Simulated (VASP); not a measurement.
Here is a VASP 6.6.1 calculation.

Contents of INCAR:

```
ALGO = Normal
EDIFF = 1E-6
ENCUT = 820
GGA = RE
GGA_COMPAT = F
ISIF = 2
ISMEAR = -1
LASPH = T
LCHARG = F
LREAL = F
LWAVE = F
NBANDS = 26
NELM = 120
PREC = Accurate
SIGMA = 0.05
```

The input KPOINTS:

```
k-points
0
Gamma
  12 12 7
```

File POSCAR:

```
Cu
1.0
    2.5964237009      0.0000000000      0.0000000000
   -1.2982118504      2.2485688840      0.0000000000
    0.0000000000      0.0000000000      4.2127372357
Cu
2
Direct
    0.6666666667      0.3333333333      0.7500000000
    0.3333333333      0.6666666667      0.2500000000
```

Potentials or basis: VASP PAW PBE potentials, release 64 (Cu_sv_GW).

Run with:

```sh
$ cat potpaw_PBE.64/Cu_sv_GW/POTCAR > POTCAR
$ mpirun -np 1 vasp_std > vasp.out
```

Estimate the band gap on the k mesh.

zero (bands 19 and 20 overlap by 5.63 eV).

What does it give for the pressure?

-1.7 GPa.

Caveat: the PAW data sets were made with another functional, which shifts forces and pressure a little.
